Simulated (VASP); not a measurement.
# N in VASP: notebook

Runs on N. Level: PBE+D3(BJ). Tasks: single point, relaxation of the atoms, molecular dynamics.

Everything below comes from runs of VASP 6.6.1. Logs are shortened: lines on timing, memory, paths and dates and some standing lists are left out, and cuts for length are marked.

## Step 1: The cell of the first run

The cell holds a disordered packing, 16 atoms: a = 7.992 Å, b = 7.992 Å, c = 7.992 Å, α = 90.00°, β = 90.00°, γ = 90.00°.

## Step 2: Single point, PBE+D3(BJ)

INCAR reads:

```
SYSTEM = N
PREC = Accurate
ENCUT = 520
EDIFF = 1E-6
ISMEAR = -1
SIGMA = 0.02
LREAL = Auto
LASPH = .TRUE.
NELM = 80
ALGO = Normal
ISIF = 2
LWAVE = .FALSE.
LCHARG = .FALSE.
GGA = PE
IVDW = 12
NBANDS = 54
```

KPOINTS reads:

```
regular mesh
0
G
  1 1 1
  0 0 0
```

POSCAR reads:

```
N
1.0
    7.9916580000      0.0000000000      0.0000000000
    0.0000000000      7.9916580000      0.0000000000
    0.0000000000      0.0000000000      7.9916580000
N
16
Direct
    0.4310369638      0.9111000496      0.8783283769
    0.4306365463      0.7775482885      0.8310165425
    1.0556382668      0.0177059629      0.1013807147
    0.9557716309     -0.0223232776      0.0202210855
    0.3642172876      0.2682171835      0.1837541096
    0.3997168047      0.3692475329      0.0866778834
    0.7144074484      0.2144611293      0.7731186695
    0.7787870802      0.1602546055      0.6631039516
    0.7936275551      0.0233243214      0.4175353850
    0.8156380065     -0.1098895874      0.4419358286
    1.0192503233      0.5729349279      0.1679125909
    0.8901031551      0.5488347975      0.2041003256
    0.1376560408      0.3586990334      0.7860696742
    0.0554328026      0.4563633729      0.7287599144
    0.4056855286      0.6660570310      0.4853561051
    0.4739316923      0.6344365587      0.3706740203
```

Potentials or basis: VASP PAW PBE potentials, release 64 (N).

On the command line:

```console
cat potpaw_PBE.64/N/POTCAR > POTCAR
mpirun -np 1 vasp_gam > vasp.out
```

OUTCAR:

```text
SYSTEM = N
   PREC = Accurate
   ENCUT = 520
   EDIFF = 1E-6
   ISMEAR = -1
   LREAL = Auto
   LASPH = .TRUE.
   NELM = 80
   ISIF = 2
   GGA = PE
   IVDW = 12
 IVDW          = 12

 ion  position               nearest neighbor table
   1  0.431  0.911  0.878-   2 1.13
   2  0.431  0.778  0.831-   1 1.13
   3  0.056  0.018  0.101-   4 1.08
   4  0.956  0.978  0.020-   3 1.08
   5  0.364  0.268  0.184-   6 1.16
   6  0.400  0.369  0.087-   5 1.16
[... 8 lines left out ...]
  15  0.406  0.666  0.485-  16 1.10
  16  0.474  0.634  0.371-  15 1.10

  LATTYP: Found a simple cubic cell.
 ALAT       =     7.9916580000

  Lattice vectors:

 A1 = (   7.9916580000,   0.0000000000,   0.0000000000)
 A2 = (   0.0000000000,   7.9916580000,   0.0000000000)
 A3 = (   0.0000000000,   0.0000000000,   7.9916580000)

Analysis of symmetry for initial positions (statically):
=====================================================================
 Subroutine PRICEL returns:
 Original cell was already a primitive cell.

 Routine SETGRP: Setting up the symmetry group for a
 simple cubic supercell.

 Subroutine GETGRP returns: Found  1 space group operations
 (whereof  1 operations were pure point group operations)
 out of a pool of 48 trial point group operations.

The static configuration has the point symmetry C_1 .

Analysis of symmetry for dynamics (positions and initial velocities):
=====================================================================
 Subroutine PRICEL returns:
 Original cell was already a primitive cell.

 Routine SETGRP: Setting up the symmetry group for a
 simple cubic supercell.

 Subroutine GETGRP returns: Found  1 space group operations
 (whereof  1 operations were pure point group operations)
 out of a pool of 48 trial point group operations.

The dynamic configuration has the point symmetry C_1 .

 Subroutine INISYM returns: Found  1 space group operations
 (whereof  1 operations are pure point group operations),
 and found     1 'primitive' translations

----------------------------------------------------------------------------------------

                                     Primitive cell

  volume of cell :     510.4000

  direct lattice vectors                    reciprocal lattice vectors
     7.991658000  0.000000000  0.000000000     0.125130480  0.000000000  0.000000000
     0.000000000  7.991658000  0.000000000     0.000000000  0.125130480  0.000000000
     0.000000000  0.000000000  7.991658000     0.000000000  0.000000000  0.125130480

  length of vectors
     7.991658000  7.991658000  7.991658000     0.125130480  0.125130480  0.125130480

  position of ions in fractional coordinates (direct lattice)
     0.431036964  0.911100050  0.878328377
     0.430636546  0.777548289  0.831016543
     0.055638267  0.017705963  0.101380715
     0.955771631  0.977676722  0.020221085
     0.364217288  0.268217183  0.183754110
     0.399716805  0.369247533  0.086677883
[... 8 lines left out ...]
     0.405685529  0.666057031  0.485356105
     0.473931692  0.634436559  0.370674020

  ion indices of the primitive-cell ions
   primitive index   ion index
                 1           1
                 2           2
                 3           3
                 4           4
                 5           5
                 6           6
[... 8 lines left out ...]
                15          15
                16          16

----------------------------------------------------------------------------------------

 KPOINTS: regular mesh

Automatic generation of k-mesh.
 Grid dimensions read from file:
 generate k-points for:    1    1    1

 Generating k-lattice:

  Cartesian coordinates                     Fractional coordinates (reciprocal lattice)
     0.125130480  0.000000000  0.000000000     1.000000000  0.000000000  0.000000000
     0.000000000  0.125130480  0.000000000     0.000000000  1.000000000  0.000000000
     0.000000000  0.000000000  0.125130480     0.000000000  0.000000000  1.000000000

  Length of vectors
     0.125130480  0.125130480  0.125130480

  Shift w.r.t. Gamma in fractional coordinates (k-lattice)
     0.000000000  0.000000000  0.000000000

 Subroutine IBZKPT returns following result:
 ===========================================

 Found      1 irreducible k-points:

 Following reciprocal coordinates:
            Coordinates               Weight
  0.000000  0.000000  0.000000      1.000000
   k-points           NKPTS =      1   k-points in BZ     NKDIM =      1   number of bands    NBANDS=     54
   number of dos      NEDOS =    301   number of ions     NIONS =     16
   total plane-waves  NPLWV = 216000
   dimension x,y,z NGX =    60 NGY =   60 NGZ =   60
   dimension x,y,z NGXF=   120 NGYF=  120 NGZF=  120
   ions per type =              16
   NGX,Y,Z   is equivalent  to a cutoff of  12.48, 12.48, 12.48 a.u.
   NGXF,Y,Z  is equivalent  to a cutoff of  24.96, 24.96, 24.96 a.u.
 SYSTEM =  N
   PREC   = accura    normal or accurate (medium, high low for compatibility)
   ISTART =      0    job   : 0-new  1-cont  2-samecut
   ICHARG =      2    charge: 1-file 2-atom 10-const
   ISPIN  =      1    spin polarized calculation?
   LNONCOLLINEAR =      F non collinear calculations
   LSORBIT =      F    spin-orbit coupling
   LASPH  =      T    aspherical Exc in radial PAW
   ENCUT  =  520.0 eV  38.22 Ry    6.18 a.u.  14.86 14.86 14.86*2*pi/ulx,y,z
   NELM   =     80;   NELMIN=  2; NELMDL= -5     # of ELM steps
   EDIFF  = 0.1E-05   stopping-criterion for ELM
   LREAL  =      T    real-space projection
   EDIFFG = 0.1E-04   stopping-criterion for IOM
   NSW    =      0    number of steps for IOM
   IBRION =     -1    ionic relax: 0-MD 1-quasi-New 2-CG
   NFREE  =      0    steps in history (QN), initial steepest desc. (CG)
   ISIF   =      2    stress and relaxation
   ISYM   =      2    0-nonsym 1-usesym 2-fastsym
   POTIM  = 0.5000    time-step for ionic-motion
   TEBEG  =    0.0;   TEEND  =   0.0 temperature during run
   PSTRESS=    0.0 pullay stress
   NELECT =      80.0000    total number of electrons
   NUPDOWN=      -1.0000    fix difference up-down
   EMIN   =  10.00;   EMAX   =-10.00  energy-range for DOS
   EFERMI =   0.00;   METHOD = LEGACY
   ISMEAR =    -1;   SIGMA  =   0.02  broadening in eV -4-tet -1-fermi 0-gaus
   EFERMI_NEDOS =   21; number of points for ismear=-14 and -15
   IALGO  =     38    algorithm
   IMIX   =      4    mixing-type and parameters
     AMIX     =   0.40;   BMIX     =  1.00
     AMIX_MAG =   1.60;   BMIX_MAG =  1.00
  volume/ion in A,a.u.               =      31.90       215.27
  Fermi-wavevector in a.u.,A,eV,Ry     =   0.882676  1.668016 10.600527  0.779117
  Thomas-Fermi vector in A             =   2.003339
   LORBIT       =      0    0 simple, 1 ext, 2 COOP (PROOUT), +10 PAW based schemes
   GGA     = PE    functional components
   LHFCALC =     F    Hartree Fock is set to
   AEXX    =    0.0000 exact exchange contribution
   IVDW    =    12    specifies the selected vdW correction
   LEPSILON=     F    determine dielectric tensor
   LRPA    =     F    only Hartree local field effects (RPA)
 non-spin polarized calculation
  energy-cutoff  :      520.00
  volume of cell :      510.40
 maximum number of plane-waves:      6807
 NGX is ok and might be reduce to    60
   NGX = 29   NGY = 29   NGZ = 29

 number of electron      80.0000004 magnetization

 Free energy of the ion-electron system (eV)
  ---------------------------------------------------
  ext. energy  EPLUGINS =         0.00000000
  ---------------------------------------------------
  free energy    TOTEN  =      -132.31625368 eV

  energy without entropy =     -132.31625368  energy(sigma->0) =     -132.31625368

 E-fermi :  -6.3435     XC(G=0):  -5.1985

 val. band max:       -6.8276613900   @ k =   0.0000   0.0000   0.0000
 cond. band min:      -0.1178806260   @ k =   0.0000   0.0000   0.0000
 fundamental gap:      6.7097807640
 Fermi energy:        -6.3435211099

 k-point     1 :       0.0000    0.0000    0.0000
  band No.  band energies     occupation
      1     -26.4064      2.00000
      2     -26.1508      2.00000
      3     -25.9668      2.00000
      4     -25.9541      2.00000
      5     -25.8224      2.00000
      6     -25.7098      2.00000
[... 44 lines left out ...]
     51       0.5962      0.00000
     52       0.6738      0.00000
 [bands above 52 left out]

------------------------ aborting loop because EDIFF is reached ----------------------------------------

 Edisp (eV)   -0.58513

 E8    (eV) :    -0.1377

  FORCE on cell =-STRESS in cart. coord.  units (eV):
  Direction    XX          YY          ZZ          XY          YZ          ZX
  --------------------------------------------------------------------------------------
  -------------------------------------------------------------------------------------
  Total       7.54268    -1.54217     5.17126     0.49947     5.65745     1.00275
  in kB      23.67695    -4.84096    16.23289     1.56786    17.75908     3.14770
  external pressure =       11.69 kB  Pullay stress =        0.00 kB

 VOLUME and BASIS-vectors are now :
 -----------------------------------------------------------------------------
  energy-cutoff  :      520.00
  volume of cell :      510.40
      direct lattice vectors                 reciprocal lattice vectors
     7.991658000  0.000000000  0.000000000     0.125130480  0.000000000  0.000000000
     0.000000000  7.991658000  0.000000000     0.000000000  0.125130480  0.000000000
     0.000000000  0.000000000  7.991658000     0.000000000  0.000000000  0.125130480

 POSITION                                       TOTAL-FORCE (eV/Angst)
 -----------------------------------------------------------------------------------
      3.44470      7.28120      7.01930        -0.017906     -2.483030     -0.886343
      3.44150      6.21390      6.64120         0.031129      2.506776      1.053267
      0.44464      0.14150      0.81020         4.638749      1.851306      3.749531
      7.63820      7.81326      0.16160        -4.624673     -1.866982     -3.802451
      2.91070      2.14350      1.46850         1.369298      3.768976     -3.603475
      3.19440      2.95090      0.69270        -1.305408     -3.799576      3.595160
[... 8 lines left out ...]
      3.24210      5.32290      3.87880        -1.448783      0.607106      2.189095
      3.78750      5.07020      2.96230         1.422309     -0.597542     -2.310910
 -----------------------------------------------------------------------------------
    total drift:                               -0.002965     -0.000765      0.002630

  FREE ENERGIE OF THE ION-ELECTRON SYSTEM (eV)
  ---------------------------------------------------
  free  energy   TOTEN  =      -132.9013877302 eV

  energy  without entropy=     -132.9013877302  energy(sigma->0) =     -132.90138773
```

Wall time 59 s (1 thread of Intel Xeon Platinum 8488C (Sapphire Rapids), shared host); peak memory 0.41 GiB.

What came out:

```yaml
Free_energy: -132.9014 eV
Pressure: 1.2 GPa
Largest_force: 6.272 eV/Å
Dispersion_energy_per_atom: -0.037 eV
```

Forces on the atoms (eV/Å):
```
N   -0.018 -2.483 -0.886
N    0.031  2.507  1.053
N    4.639  1.851  3.750
N   -4.625 -1.867 -3.802
N    1.369  3.769 -3.603
N   -1.305 -3.800  3.595
N   -0.683  0.424  0.845
N    0.573  0.465  0.623
N   -0.470  1.997 -1.857
N    0.475 -2.887  0.428
N    3.798  0.714 -1.055
N   -3.807 -0.746  1.065
N   -0.454  0.539 -0.346
N    0.503 -0.494  0.313
N   -1.449  0.607  2.189
N    1.422 -0.598 -2.311
```

Stress tensor (GPa, compression positive):
```
 2.37  0.16  0.31
 0.16 -0.48  1.78
 0.31  1.78  1.62
```

Caveat: the k points lie up to 0.79 Å⁻¹ apart; the standard files for N, O and F lose accuracy on very short bonds.

## Step 3: Relaxation of the atoms, PBE+D3(BJ)

INCAR reads:

```
PREC = Accurate
ENCUT = 520
EDIFF = 1E-6
ISMEAR = -1
SIGMA = 0.02
LREAL = Auto
LASPH = True
NELM = 60
ALGO = Normal
ISIF = 2
LWAVE = False
LCHARG = False
GGA = PE
IVDW = 12
IBRION = 2
NSW = 35
EDIFFG = -0.3
```

KPOINTS reads:

```
regular mesh
0
Gamma
  1 1 1
```

POSCAR reads:

```
N
1.0
    7.9916580000      0.0000000000      0.0000000000
    0.0000000000      7.9916580000      0.0000000000
    0.0000000000      0.0000000000      7.9916580000
N
16
Direct
    0.5240466000      0.9523367000      0.9021644000
    0.4851800000      0.9178360000      0.7706668000
    0.9841542000      0.0543445000      0.0328497000
    0.9099713000      0.0493474000      0.1531180000
    0.3984707000      0.2361847000      0.3626239000
    0.3697265000      0.3153531000      0.2490516000
    0.7277099000      0.4056621000      0.7159620000
    0.6893564000      0.3326709000      0.6010977000
    0.7726985000     -0.0459797000      0.4634981000
    0.6993977000      0.0479905000      0.3874118000
    1.0041740000      0.7213167000      0.2221842000
    0.8688149000      0.6855117000      0.2024751000
    0.0554304000      0.3613498000      0.6000978000
    0.1245658000      0.2783016000      0.6912890000
    0.5113041000      0.6873145000      0.3936670000
    0.4961516000      0.7495622000      0.2676188000
```

Potentials or basis: VASP PAW PBE potentials, release 64 (N).

On the command line:

```console
cat potpaw_PBE.64/N/POTCAR > POTCAR
mpirun -np 1 vasp_gam > vasp.out
```

It took 16 min on 1 thread of Intel Xeon Platinum 8488C (Sapphire Rapids), shared host; peak memory 0.49 GiB.

Results (log left out):

```
Free energy                  : -133.6965 eV
Pressure after relaxing      : -0.1 GPa
Largest force after relaxing : 0.251 eV/Å
Dispersion energy per atom   : -0.038 eV
```

Forces in eV/Å, atoms in the order of the input:
```
N   -0.003  0.014 -0.044
N   -0.045 -0.006  0.106
N   -0.121 -0.058  0.212
N    0.084  0.014 -0.143
N   -0.056  0.043 -0.153
N    0.003 -0.078  0.031
N   -0.016  0.022  0.056
N   -0.019  0.123  0.049
N    0.054  0.042 -0.023
N    0.160 -0.098 -0.037
N   -0.067 -0.042 -0.015
N    0.105 -0.004  0.021
N   -0.003 -0.044  0.090
N    0.038  0.128 -0.120
N   -0.054 -0.014 -0.052
N   -0.061 -0.043  0.022
```

Stress tensor (GPa, compression positive):
```
-0.04  0.05 -0.12
 0.05  0.01  0.07
-0.12  0.07 -0.15
```

Final structure:
```
CELL_PARAMETERS angstrom
7.99166 0.00000 0.00000
0.00000 7.99166 0.00000
0.00000 0.00000 7.99166
ATOMIC_POSITIONS crystal
N 0.52727 0.95743 0.89899
N 0.48123 0.91701 0.77385
N 0.00795 0.06945 0.97982
N 0.94799 0.09551 0.10299
N 0.37221 0.24072 0.36052
N 0.37077 0.31516 0.24274
N 0.70564 0.41369 0.73286
N 0.67069 0.35350 0.61225
N 0.76739 0.95829 0.50894
N 0.67978 0.03349 0.43103
N 0.01451 0.68782 0.23105
N 0.88265 0.65702 0.19808
N 0.09134 0.36110 0.59058
N 0.13221 0.27613 0.69319
N 0.49542 0.67459 0.39047
N 0.47409 0.73820 0.26842
```

Levels at points of the mesh, in eV from the Fermi level:
```tsv
k point	band 38	band 39	band 40	band 41	band 42	band 43
(0.00, 0.00, 0.00)	-0.69	-0.61	-0.53	6.76	6.85	6.93
```

Caveat: the k points lie up to 0.79 Å⁻¹ apart; the standard files for N, O and F lose accuracy on very short bonds; the relaxation stopped at a loose force limit of 0.3 eV/Å, so its end isn't a converged minimum.

(Continued in part 2 of 2.)
